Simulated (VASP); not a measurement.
# ZnO (zincite) (P6_3mc) in VASP: notebook, part 2 of 2

VASP 6.6.1. Earlier steps stand in the parts before.

## Step 3: Single point, PBE

INCAR

```
PREC = Accurate
ENCUT = 600
EDIFF = 1E-6
ISMEAR = 0
SIGMA = 0.01
LREAL = False
LASPH = True
NELM = 120
ALGO = Normal
ISIF = 2
LWAVE = False
LCHARG = True
GGA = PE
LELF = True
LVHAR = True
NBANDS = 26
GGA_COMPAT = False
```

KPOINTS

```
regular mesh
0
Gamma
  6 6 3
```

POSCAR

```
ZnO
1.0
    3.2493080000      0.0000000000      0.0000000000
   -1.6246540000      2.8139830000      0.0000000000
    0.0000000000      0.0000000000      5.2057090000
Zn O
2 2
Direct
    0.3333333333      0.6666666667      0.5000000000
    0.6666666667      0.3333333333      0.0000000000
    0.6666666667      0.3333333333      0.3790100000
    0.3333333333      0.6666666667      0.8790100000
```

Potentials or basis: VASP PAW PBE potentials, release 64 (Zn, O).

The run is started by

```bash
cat potpaw_PBE.64/Zn/POTCAR potpaw_PBE.64/O/POTCAR > POTCAR
mpirun -np 1 vasp_std > vasp.out
```

OUTCAR:

```text
PREC = Accurate
   ENCUT = 600
   EDIFF = 1E-6
   ISMEAR = 0
   LREAL = False
   LASPH = True
   NELM = 120
   ISIF = 2
   GGA = PE

 ion  position               nearest neighbor table
   1  0.333  0.667  0.500-   4 1.97   3 1.98   3 1.98   3 1.98
   2  0.667  0.333  0.000-   3 1.97   4 1.98   4 1.98   4 1.98
   3  0.667  0.333  0.379-   2 1.97   1 1.98   1 1.98   1 1.98
   4  0.333  0.667  0.879-   1 1.97   2 1.98   2 1.98   2 1.98

  LATTYP: Found a hexagonal cell.
 ALAT       =     3.2493080000
 C/A-ratio  =     1.6020977390

  Lattice vectors:

 A1 = (   3.2493080000,   0.0000000000,   0.0000000000)
 A2 = (  -1.6246540000,   2.8139830000,   0.0000000000)
 A3 = (   0.0000000000,   0.0000000000,   5.2057090000)

Analysis of symmetry for initial positions (statically):
=====================================================================
 Subroutine PRICEL returns:
 Original cell was already a primitive cell.

 Routine SETGRP: Setting up the symmetry group for a
 hexagonal supercell.

 Subroutine GETGRP returns: Found 12 space group operations
 (whereof  6 operations were pure point group operations)
 out of a pool of 24 trial point group operations.

The static configuration has the point symmetry C_3v.
 The point group associated with its full space group is C_6v.

Analysis of symmetry for dynamics (positions and initial velocities):
=====================================================================
 Subroutine PRICEL returns:
 Original cell was already a primitive cell.

 Routine SETGRP: Setting up the symmetry group for a
 hexagonal supercell.

 Subroutine GETGRP returns: Found 12 space group operations
 (whereof  6 operations were pure point group operations)
 out of a pool of 24 trial point group operations.

The dynamic configuration has the point symmetry C_3v.
 The point group associated with its full space group is C_6v.

 Subroutine INISYM returns: Found 12 space group operations
 (whereof  6 operations are pure point group operations),
 and found     1 'primitive' translations

----------------------------------------------------------------------------------------

                                     Primitive cell

  volume of cell :      47.5984

  direct lattice vectors                    reciprocal lattice vectors
     3.249308000  0.000000000  0.000000000     0.307757836  0.177684087  0.000000000
    -1.624654000  2.813983000  0.000000000     0.000000000  0.355368174  0.000000000
     0.000000000  0.000000000  5.205709000     0.000000000  0.000000000  0.192096792

  length of vectors
     3.249308000  3.249307764  5.205709000     0.355368148  0.355368174  0.192096792

  position of ions in fractional coordinates (direct lattice)
     0.333333333  0.666666667  0.500000000
     0.666666667  0.333333333  0.000000000
     0.666666667  0.333333333  0.379010000
     0.333333333  0.666666667  0.879010000

  ion indices of the primitive-cell ions
   primitive index   ion index
                 1           1
                 2           2
                 3           3
                 4           4

----------------------------------------------------------------------------------------

 KPOINTS: regular mesh

Automatic generation of k-mesh.
 Grid dimensions read from file:
[... 27 lines left out ...]
  0.333333  0.166667  0.000000     12.000000
  0.333333  0.333333  0.000000      2.000000
  0.000000  0.000000  0.333333      2.000000
  0.166667  0.000000  0.333333     12.000000
  0.333333  0.000000  0.333333     12.000000
  0.500000 -0.000000  0.333333      6.000000
  0.166667  0.166667  0.333333     12.000000
  0.333333  0.166667  0.333333     24.000000
  0.333333  0.333333  0.333333      4.000000
   k-points           NKPTS =     14   k-points in BZ     NKDIM =     14   number of bands    NBANDS=     26
   number of dos      NEDOS =    301   number of ions     NIONS =      4
   total plane-waves  NPLWV =  32928
   dimension x,y,z NGX =    28 NGY =   28 NGZ =   42
   dimension x,y,z NGXF=    56 NGYF=   56 NGZF=   84
   ions per type =               2   2
   NGX,Y,Z   is equivalent  to a cutoff of  14.33, 14.33, 13.41 a.u.
   NGXF,Y,Z  is equivalent  to a cutoff of  28.65, 28.65, 26.83 a.u.
 SYSTEM =  unknown system
   PREC   = accura    normal or accurate (medium, high low for compatibility)
   ISTART =      0    job   : 0-new  1-cont  2-samecut
   ICHARG =      2    charge: 1-file 2-atom 10-const
   ISPIN  =      1    spin polarized calculation?
   LNONCOLLINEAR =      F non collinear calculations
   LSORBIT =      F    spin-orbit coupling
   LASPH  =      T    aspherical Exc in radial PAW
   ENCUT  =  600.0 eV  44.10 Ry    6.64 a.u.   6.49  6.49 10.40*2*pi/ulx,y,z
   NELM   =    120;   NELMIN=  2; NELMDL= -5     # of ELM steps
   EDIFF  = 0.1E-05   stopping-criterion for ELM
   LREAL  =      F    real-space projection
   EDIFFG = 0.1E-04   stopping-criterion for IOM
   NSW    =      0    number of steps for IOM
   IBRION =     -1    ionic relax: 0-MD 1-quasi-New 2-CG
   NFREE  =      0    steps in history (QN), initial steepest desc. (CG)
   ISIF   =      2    stress and relaxation
   ISYM   =      2    0-nonsym 1-usesym 2-fastsym
   POTIM  = 0.5000    time-step for ionic-motion
   TEBEG  =    0.0;   TEEND  =   0.0 temperature during run
   PSTRESS=    0.0 pullay stress
   NELECT =      36.0000    total number of electrons
   NUPDOWN=      -1.0000    fix difference up-down
   EMIN   =  10.00;   EMAX   =-10.00  energy-range for DOS
   EFERMI =   0.00;   METHOD = LEGACY
   ISMEAR =     0;   SIGMA  =   0.01  broadening in eV -4-tet -1-fermi 0-gaus
   EFERMI_NEDOS =   21; number of points for ismear=-14 and -15
   IALGO  =     38    algorithm
   IMIX   =      4    mixing-type and parameters
     AMIX     =   0.40;   BMIX     =  1.00
     AMIX_MAG =   1.60;   BMIX_MAG =  1.00
  volume/ion in A,a.u.               =      11.90        80.30
  Fermi-wavevector in a.u.,A,eV,Ry     =   1.491574  2.818667 30.270162  2.224794
  Thomas-Fermi vector in A             =   2.604212
   LORBIT       =      0    0 simple, 1 ext, 2 COOP (PROOUT), +10 PAW based schemes
   GGA     = PE    functional components
   LHFCALC =     F    Hartree Fock is set to
   AEXX    =    0.0000 exact exchange contribution
   IVDW    =     0    specifies the selected vdW correction
   LEPSILON=     F    determine dielectric tensor
   LRPA    =     F    only Hartree local field effects (RPA)
 non-spin polarized calculation
 Gauss-broadening in eV      SIGMA  =   0.01
  energy-cutoff  :      600.00
  volume of cell :       47.60
 maximum number of plane-waves:      1605
 NGX is ok and might be reduce to    28
   NGX = 13   NGY = 13   NGZ = 21

 number of electron      36.0000008 magnetization

 Free energy of the ion-electron system (eV)
  ---------------------------------------------------
  ext. energy  EPLUGINS =         0.00000000
  ---------------------------------------------------
  free energy    TOTEN  =       -17.82284769 eV

  energy without entropy =      -17.82284769  energy(sigma->0) =      -17.82284769

 E-fermi :   1.2565     XC(G=0): -10.9102

 val. band max:        1.2018698364   @ k =   0.0000   0.0000   0.0000
 cond. band min:       1.9913984803   @ k =   0.0000   0.0000   0.0000
 fundamental gap:      0.7895286439
 Fermi energy:         1.2564953124

 k-point     1 :       0.0000    0.0000    0.0000
  band No.  band energies     occupation
      1     -16.8862      2.00000
      2     -16.1548      2.00000
      3      -4.4866      2.00000
      4      -4.4866      2.00000
      5      -4.4472      2.00000
      6      -4.4251      2.00000
[... 395 lines left out ...]
     25      15.5050      0.00000
     26      16.6338      0.00000

------------------------ aborting loop because EDIFF is reached ----------------------------------------

  FORCE on cell =-STRESS in cart. coord.  units (eV):
  Direction    XX          YY          ZZ          XY          YZ          ZX
  --------------------------------------------------------------------------------------
  -------------------------------------------------------------------------------------
  Total        1.5546739      1.5546736      2.0704792      0.0000000      0.0000000      0.0000000
  in kB       52.3308344     52.3308242     69.6930098      0.0000000      0.0000000      0.0000000
  external PRESSURE =      58.1182228 kB  Pullay stress =       0.0000000 kB

 VOLUME and BASIS-vectors are now :
 -----------------------------------------------------------------------------
  energy-cutoff  :      600.00
  volume of cell :       47.60
      direct lattice vectors                 reciprocal lattice vectors
     3.249308000  0.000000000  0.000000000     0.307757836  0.177684087  0.000000000
    -1.624654000  2.813983000  0.000000000     0.000000000  0.355368174  0.000000000
     0.000000000  0.000000000  5.205709000     0.000000000  0.000000000  0.192096792

 POSITION                                       TOTAL-FORCE (eV/Angst)
 -----------------------------------------------------------------------------------
     -0.00000      1.87599      2.60285        -0.000000     -0.000000     -0.074821
      1.62465      0.93799      0.00000        -0.000000     -0.000000     -0.074821
      1.62465      0.93799      1.97302        -0.000000      0.000000      0.074821
     -0.00000      1.87599      4.57587         0.000000     -0.000000      0.074821
 -----------------------------------------------------------------------------------
    total drift:                                0.000000      0.000000     -0.001343

  FREE ENERGIE OF THE ION-ELECTRON SYSTEM (eV)
  ---------------------------------------------------
  free  energy   TOTEN  =       -17.8228476886 eV

  energy  without entropy=      -17.8228476886  energy(sigma->0) =      -17.82284769
```

stdout:

```text
POSCAR found type information on POSCAR ZnO
 POSCAR found :  2 types and       4 ions
 scaLAPACK will be used
 LDA part: xc-table for (Slater+PW92), standard interpolation
 POSCAR, INCAR and KPOINTS ok, starting setup
 FFT: planning ... GRIDC
 FFT: planning ... GRID_SOFT
 FFT: planning ... GRID
 WAVECAR not read
 entering main loop
```

Run time: 50 s. Hardware: 1 thread of Intel Xeon 8259CL, shared host; peak memory 0.17 GiB.

What came out:

* Free energy: -17.8228 eV
* Pressure: 5.8 GPa
* Largest force: 0.075 eV/Å
* Band gap on the k mesh: 0.79 eV, direct

Forces in eV/Å, atoms in the order of the input:
```
Zn   0.000  0.000 -0.075
Zn   0.000  0.000 -0.075
O    0.000  0.000  0.075
O    0.000  0.000  0.075
```

Stress tensor (GPa, compression positive):
```
5.23 0.00 0.00
0.00 5.23 0.00
0.00 0.00 6.97
```

Levels at points of the mesh, in eV from the valence-band top:
| k point | band 16 | band 17 | band 18 | band 19 | band 20 | band 21 |
| --- | --- | --- | --- | --- | --- | --- |
| (0.00, 0.00, 0.00) | -0.07 | 0.00 | 0.00 | 0.79 | 5.21 | 8.26 |
| (0.50, 0.00, 0.00) | -2.28 | -1.28 | -0.83 | 5.77 | 6.86 | 7.62 |

As with any semilocal functional, this PBE gap is likely too small.
